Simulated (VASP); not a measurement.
# CdTe (Fm-3m) in VASP: notebook

Aim: see how the results for CdTe move with the level of theory and the settings. Levels: revPBE+D4, revPBE. Tasks: single point.

Program: VASP 6.6.1. These are calculated values, not measurements. Logs are shortened: lines on timing, memory, paths and dates and some standing lists are left out, and cuts for length are marked.

## 1. The cell of the first run

It takes space group Fm-3m (No. 225, cubic). The conventional cell has a = 6.059 Å, b = 6.059 Å, c = 6.059 Å, α = 90.00°, β = 90.00°, γ = 90.00°. Cd (site symmetry m-3m) has 6 Te at 3.03 Å within 4.0 Å. Within 4.0 Å of Te (site symmetry m-3m) lie 6 Cd at 3.03 Å.

## 2. Single point, revPBE+D4 (volume scaled by 1.02)

INCAR

```
SYSTEM = CdTe
PREC = Accurate
ENCUT = 520
EDIFF = 1E-6
ISMEAR = 0
SIGMA = 0.05
LREAL = .FALSE.
LASPH = .TRUE.
NELM = 80
ALGO = Normal
ISIF = 2
LWAVE = .FALSE.
LCHARG = .FALSE.
GGA = RE
IVDW = 13
NBANDS = 16
```

KPOINTS

```
Automatic mesh
0
G
  6 6 6
  0 0 0
```

POSCAR

```
CdTe
1.0
    0.0000000000      3.0293221714      3.0293221714
    3.0293221714      0.0000000000      3.0293221714
    3.0293221714      3.0293221714      0.0000000000
Cd Te
1 1
Direct
    0.5000000000      0.5000000000      0.5000000000
    0.0000000000      0.0000000000      0.0000000000
```

Potentials or basis: VASP PAW PBE potentials, release 64 (Cd, Te).

Started as:

```sh
$ cat potpaw_PBE.64/Cd/POTCAR potpaw_PBE.64/Te/POTCAR > POTCAR
$ mpirun -np 1 vasp_std > vasp.out
```

OUTCAR:

```text
SYSTEM = CdTe
   PREC = Accurate
   ENCUT = 520
   EDIFF = 1E-6
   ISMEAR = 0
   LREAL = .FALSE.
   LASPH = .TRUE.
   NELM = 80
   ISIF = 2
   GGA = RE
   IVDW = 13

 ion  position               nearest neighbor table
   1  0.500  0.500  0.500-   2 3.03   2 3.03   2 3.03   2 3.03   2 3.03   2 3.03
   2  0.000  0.000  0.000-   1 3.03   1 3.03   1 3.03   1 3.03   1 3.03   1 3.03

  LATTYP: Found a face centered cubic cell.
 ALAT       =     6.0586443428

  Lattice vectors:

 A1 = (   0.0000000000,   3.0293221714,   3.0293221714)
 A2 = (   3.0293221714,   0.0000000000,   3.0293221714)
 A3 = (   3.0293221714,   3.0293221714,   0.0000000000)

Analysis of symmetry for initial positions (statically):
=====================================================================
 Subroutine PRICEL returns:
 Original cell was already a primitive cell.

 Routine SETGRP: Setting up the symmetry group for a
 face centered cubic supercell.

 Subroutine GETGRP returns: Found 48 space group operations
 (whereof 48 operations were pure point group operations)
 out of a pool of 48 trial point group operations.

The static configuration has the point symmetry O_h .

Analysis of symmetry for dynamics (positions and initial velocities):
=====================================================================
 Subroutine PRICEL returns:
 Original cell was already a primitive cell.

 Routine SETGRP: Setting up the symmetry group for a
 face centered cubic supercell.

 Subroutine GETGRP returns: Found 48 space group operations
 (whereof 48 operations were pure point group operations)
 out of a pool of 48 trial point group operations.

The dynamic configuration has the point symmetry O_h .

 Subroutine INISYM returns: Found 48 space group operations
 (whereof 48 operations are pure point group operations),
 and found     1 'primitive' translations

----------------------------------------------------------------------------------------

                                     Primitive cell

  volume of cell :      55.5989

  direct lattice vectors                    reciprocal lattice vectors
     0.000000000  3.029322171  3.029322171    -0.165053425  0.165053425  0.165053425
     3.029322171  0.000000000  3.029322171     0.165053425 -0.165053425  0.165053425
     3.029322171  3.029322171  0.000000000     0.165053425  0.165053425 -0.165053425

  length of vectors
     4.284108500  4.284108500  4.284108500     0.285880918  0.285880918  0.285880918

  position of ions in fractional coordinates (direct lattice)
     0.500000000  0.500000000  0.500000000
     0.000000000  0.000000000  0.000000000

  ion indices of the primitive-cell ions
   primitive index   ion index
                 1           1
                 2           2

----------------------------------------------------------------------------------------

 KPOINTS: Automatic mesh

Automatic generation of k-mesh.
 Grid dimensions read from file:
 generate k-points for:    6    6    6

 Generating k-lattice:

  Cartesian coordinates                     Fractional coordinates (reciprocal lattice)
    -0.027508904  0.027508904  0.027508904     0.166666667  0.000000000  0.000000000
     0.027508904 -0.027508904  0.027508904     0.000000000  0.166666667  0.000000000
     0.027508904  0.027508904 -0.027508904     0.000000000  0.000000000  0.166666667

  Length of vectors
     0.047646820  0.047646820  0.047646820

  Shift w.r.t. Gamma in fractional coordinates (k-lattice)
     0.000000000  0.000000000  0.000000000

 Subroutine IBZKPT returns following result:
 ===========================================

 Found     16 irreducible k-points:

 Following reciprocal coordinates:
            Coordinates               Weight
  0.000000  0.000000  0.000000      1.000000
  0.166667  0.000000  0.000000      8.000000
  0.333333  0.000000  0.000000      8.000000
  0.500000  0.000000  0.000000      4.000000
  0.166667  0.166667  0.000000      6.000000
  0.333333  0.166667  0.000000     24.000000
[... 8 lines left out ...]
 -0.333333  0.333333  0.166667     24.000000
 -0.333333  0.500000  0.166667     12.000000
   k-points           NKPTS =     16   k-points in BZ     NKDIM =     16   number of bands    NBANDS=     16
   number of dos      NEDOS =    301   number of ions     NIONS =      2
   total plane-waves  NPLWV =  32768
   dimension x,y,z NGX =    32 NGY =   32 NGZ =   32
   dimension x,y,z NGXF=    64 NGYF=   64 NGZF=   64
   ions per type =               1   1
   NGX,Y,Z   is equivalent  to a cutoff of  12.42, 12.42, 12.42 a.u.
   NGXF,Y,Z  is equivalent  to a cutoff of  24.84, 24.84, 24.84 a.u.
 SYSTEM =  CdTe
   PREC   = accura    normal or accurate (medium, high low for compatibility)
   ISTART =      0    job   : 0-new  1-cont  2-samecut
   ICHARG =      2    charge: 1-file 2-atom 10-const
   ISPIN  =      1    spin polarized calculation?
   LNONCOLLINEAR =      F non collinear calculations
   LSORBIT =      F    spin-orbit coupling
   LASPH  =      T    aspherical Exc in radial PAW
   ENCUT  =  520.0 eV  38.22 Ry    6.18 a.u.   7.97  7.97  7.97*2*pi/ulx,y,z
   NELM   =     80;   NELMIN=  2; NELMDL= -5     # of ELM steps
   EDIFF  = 0.1E-05   stopping-criterion for ELM
   LREAL  =      F    real-space projection
   EDIFFG = 0.1E-04   stopping-criterion for IOM
   NSW    =      0    number of steps for IOM
   IBRION =     -1    ionic relax: 0-MD 1-quasi-New 2-CG
   NFREE  =      0    steps in history (QN), initial steepest desc. (CG)
   ISIF   =      2    stress and relaxation
   ISYM   =      2    0-nonsym 1-usesym 2-fastsym
   POTIM  = 0.5000    time-step for ionic-motion
   TEBEG  =    0.0;   TEEND  =   0.0 temperature during run
   PSTRESS=    0.0 pullay stress
   NELECT =      18.0000    total number of electrons
   NUPDOWN=      -1.0000    fix difference up-down
   EMIN   =  10.00;   EMAX   =-10.00  energy-range for DOS
   EFERMI =   0.00;   METHOD = LEGACY
   ISMEAR =     0;   SIGMA  =   0.05  broadening in eV -4-tet -1-fermi 0-gaus
   EFERMI_NEDOS =   21; number of points for ismear=-14 and -15
   IALGO  =     38    algorithm
   IMIX   =      4    mixing-type and parameters
     AMIX     =   0.40;   BMIX     =  1.00
     AMIX_MAG =   1.60;   BMIX_MAG =  1.00
  volume/ion in A,a.u.               =      27.80       187.60
  Fermi-wavevector in a.u.,A,eV,Ry     =   1.124114  2.124267 17.192749  1.263631
  Thomas-Fermi vector in A             =   2.260784
   LORBIT       =      0    0 simple, 1 ext, 2 COOP (PROOUT), +10 PAW based schemes
   GGA     = RE    functional components
   LHFCALC =     F    Hartree Fock is set to
   AEXX    =    0.0000 exact exchange contribution
   IVDW    =    13    specifies the selected vdW correction
   LEPSILON=     F    determine dielectric tensor
   LRPA    =     F    only Hartree local field effects (RPA)
 non-spin polarized calculation
 Gauss-broadening in eV      SIGMA  =   0.05
  energy-cutoff  :      520.00
  volume of cell :       55.60
 maximum number of plane-waves:      1524
   NGX = 15   NGY = 15   NGZ = 15

 number of electron      17.9999997 magnetization

 Free energy of the ion-electron system (eV)
  ---------------------------------------------------
  ext. energy  EPLUGINS =         0.00000000
  ---------------------------------------------------
  free energy    TOTEN  =        -3.77091938 eV

  energy without entropy =       -3.76856925  energy(sigma->0) =       -3.76974432

 E-fermi :   4.3467     XC(G=0):  -9.7319

 val. band max:        4.3435106774   @ k =  -0.1667   0.1667   0.0000
 cond. band min:       4.3527878608   @ k =   0.3333   0.3333   0.0000
 fundamental gap:      0.0092771835
 Fermi energy:         4.3466772879

 k-point     1 :       0.0000    0.0000    0.0000
  band No.  band energies     occupation
      1      -7.4304      2.00000
      2      -4.1471      2.00000
      3      -4.1471      2.00000
      4      -4.1078      2.00000
      5      -4.1078      2.00000
      6      -4.1078      2.00000
[... 8 lines left out ...]
     15      12.0962      0.00000
     16      12.0963      0.00000

 k-point     2 :       0.1667    0.0000    0.0000
  band No.  band energies     occupation
      1      -7.2049      2.00000
      2      -4.1845      2.00000
      3      -4.1845      2.00000
      4      -4.1176      2.00000
      5      -4.0882      2.00000
      6      -4.0882      2.00000
[... 8 lines left out ...]
     15      12.1235      0.00000
     16      12.1235      0.00000

 k-point     3 :       0.3333    0.0000    0.0000
  band No.  band energies     occupation
      1      -6.6511      2.00000
      2      -4.2630      2.00000
      3      -4.2630      2.00000
      4      -4.1530      2.00000
      5      -4.0431      2.00000
      6      -4.0431      2.00000
[... 8 lines left out ...]
     15      13.6338      0.00000
     16      13.6338      0.00000

 k-point     4 :       0.5000    0.0000    0.0000
  band No.  band energies     occupation
      1      -6.2853      2.00000
      2      -4.3019      2.00000
      3      -4.3019      2.00000
      4      -4.1924      2.00000
      5      -4.0200      2.00000
      6      -4.0200      2.00000
[... 8 lines left out ...]
     15      15.4233      0.00000
     16      15.4233      0.00000
[... 172 lines left out ...]
 k-point    14 :       0.5000    0.3333    0.1667
  band No.  band energies     occupation
      1      -6.5169      2.00000
      2      -4.2091      2.00000
      3      -4.1326      2.00000
      4      -4.0943      2.00000
      5      -4.0189      2.00000
      6      -3.8674      2.00000
[... 8 lines left out ...]
     15      15.6287      0.00000
     16      15.7665      0.00000

 k-point    15 :      -0.3333    0.3333    0.1667
  band No.  band energies     occupation
      1      -6.3944      2.00000
      2      -4.2383      2.00000
      3      -4.1123      2.00000
      4      -4.0950      2.00000
      5      -3.9978      2.00000
      6      -3.6561      2.00000
[... 8 lines left out ...]
     15      14.1452      0.00000
     16      16.7679      0.00000

 k-point    16 :      -0.3333    0.5000    0.1667
  band No.  band energies     occupation
      1      -6.4665      2.00000
      2      -4.1807      2.00000
      3      -4.1411      2.00000
      4      -4.0443      2.00000
      5      -3.9792      2.00000
      6      -3.3779      2.00000
[... 8 lines left out ...]
     15      15.6933      0.00000
     16      17.3706      0.00000

------------------------ aborting loop because EDIFF is reached ----------------------------------------

  DFT-D4 for vdW energy calculation

  Edisp (eV):   -1.45898

  FORCE on cell =-STRESS in cart. coord.  units (eV):
  Direction    XX          YY          ZZ          XY          YZ          ZX
  --------------------------------------------------------------------------------------
  -------------------------------------------------------------------------------------
  Total      -0.29423    -0.29423    -0.29423    -0.00000    -0.00000     0.00000
  in kB      -8.47880    -8.47880    -8.47880    -0.00000    -0.00000     0.00000
  external pressure =       -8.48 kB  Pullay stress =        0.00 kB

 VOLUME and BASIS-vectors are now :
 -----------------------------------------------------------------------------
  energy-cutoff  :      520.00
  volume of cell :       55.60
      direct lattice vectors                 reciprocal lattice vectors
     0.000000000  3.029322171  3.029322171    -0.165053425  0.165053425  0.165053425
     3.029322171  0.000000000  3.029322171     0.165053425 -0.165053425  0.165053425
     3.029322171  3.029322171  0.000000000     0.165053425  0.165053425 -0.165053425

 POSITION                                       TOTAL-FORCE (eV/Angst)
 -----------------------------------------------------------------------------------
      3.02932      3.02932      3.02932        -0.000000      0.000000      0.000000
      0.00000      0.00000      0.00000         0.000000     -0.000000     -0.000000
 -----------------------------------------------------------------------------------
    total drift:                               -0.000000     -0.000000      0.000000

  FREE ENERGIE OF THE ION-ELECTRON SYSTEM (eV)
  ---------------------------------------------------
  free  energy   TOTEN  =        -5.2298984342 eV

  energy  without entropy=       -5.2275483065  energy(sigma->0) =       -5.22872337
```

Wall time 15 s (1 thread of Intel Xeon Platinum 8259CL at 2.50GHz (Skylake/Cascade Lake), shared host); peak memory 0.18 GiB.

What came out:

* Free energy: -5.2299 eV
* Pressure: -0.8 GPa
* Band gap on the k mesh: zero (band 9 reaches 4.34 eV, above the bottom of band 10 at 3.01 eV)
* Dispersion energy per atom: -0.729 eV

Caveat: the PAW data sets were made with another functional, which shifts forces and pressure a little; spin-orbit coupling is left out, which moves the levels of the heavy elements; pairwise dispersion overbinds metals, which lowers pressure and volume.

[end of part 1 of 2]
